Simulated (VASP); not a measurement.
## Mo: relaxation of cell and atoms with revPBE

Mo:

```
Mo
1.0
    -1.57365    1.57365    1.57365
     1.57365   -1.57365    1.57365
     1.57365    1.57365   -1.57365
Mo
1
Direct
  0.00000 0.00000 0.00000
```

```
Program                : VASP 6.6.1
Task                   : relaxation of cell and atoms
Functional             : revPBE
Potentials or basis    : VASP PAW PBE potentials, release 64 (Mo_sv)
Cutoff                 : 600 eV
k mesh                 : 14 × 14 × 14
Occupations            : fermi-dirac, width 0.1 eV
Spin                   : no spin polarisation
Dipole correction      : no
Further INCAR settings : ALGO = Normal; EDIFF = 1e-06; IBRION = 2; EDIFFG = -0.01; NSW = 80; ISIF = 3
```

```json
{"Relaxed volume": "16.00 Å³/atom", "Relaxed cell": "a = 2.749 Å, b = 2.749 Å, c = 2.749 Å, α = 109.47°, β = 109.47°, γ = 109.47°", "Space group after relaxing (to 0.05 Å)": "Im-3m (No. 229)", "Energy gained by relaxing": "8.5 meV/atom", "Ionic steps": "4", "Pressure after relaxing": "0.0 GPa", "Band gap on the k mesh": "zero (band 7 reaches 16.11 eV, above the bottom of band 8 at 10.95 eV)"}
```

Step by step:
```tsv
step	energy change (eV)	largest force (eV/Å)	pressure (GPa)	volume (Å³)
1	0.0000	0.0000	6.86	15.59
2	0.0489	0.0000	-15.07	17.14
3	-0.0085	0.0000	-0.17	16.01
4	-0.0085	0.0000	-0.01	16.00
```

Final structure:
```cif
data_structure
_symmetry_space_group_name_H-M 'P 1'
_symmetry_Int_Tables_number 1
_cell_length_a 2.7492
_cell_length_b 2.7492
_cell_length_c 2.7492
_cell_angle_alpha 109.471
_cell_angle_beta 109.471
_cell_angle_gamma 109.471
_cell_volume 16.00
loop_
_atom_site_label
_atom_site_type_symbol
_atom_site_fract_x
_atom_site_fract_y
_atom_site_fract_z
_atom_site_occupancy
Mo1 Mo 0.00000 0.00000 0.00000 1
```

Levels at points of the mesh, in eV from the Fermi level:
| k point | band 4 | band 5 | band 6 | band 7 | band 8 | band 9 | band 10 | band 11 |
| --- | --- | --- | --- | --- | --- | --- | --- | --- |
| (0.00, 0.00, 0.00) | -34.64 | -7.17 | -1.35 | -1.35 | -1.35 | 1.60 | 1.60 | 14.77 |
| (0.50, 0.00, 0.00) | -34.65 | -5.20 | -3.32 | 1.52 | 1.61 | 2.22 | 4.54 | 11.28 |
| (0.50, 0.50, 0.50) | -35.54 | -5.28 | -5.28 | 3.81 | 3.81 | 3.81 | 8.88 | 8.88 |

It took 44 s on 1 thread of Intel(R) Xeon(R) Platinum 8259CL CPU @ 2.50GHz (Skylake/Cascade Lake), on a shared host, peak memory 0.16 GiB.

Caveat: the PAW data sets were made with another functional, which shifts forces and pressure a little. Zero-point motion and thermal expansion aren't in these numbers.
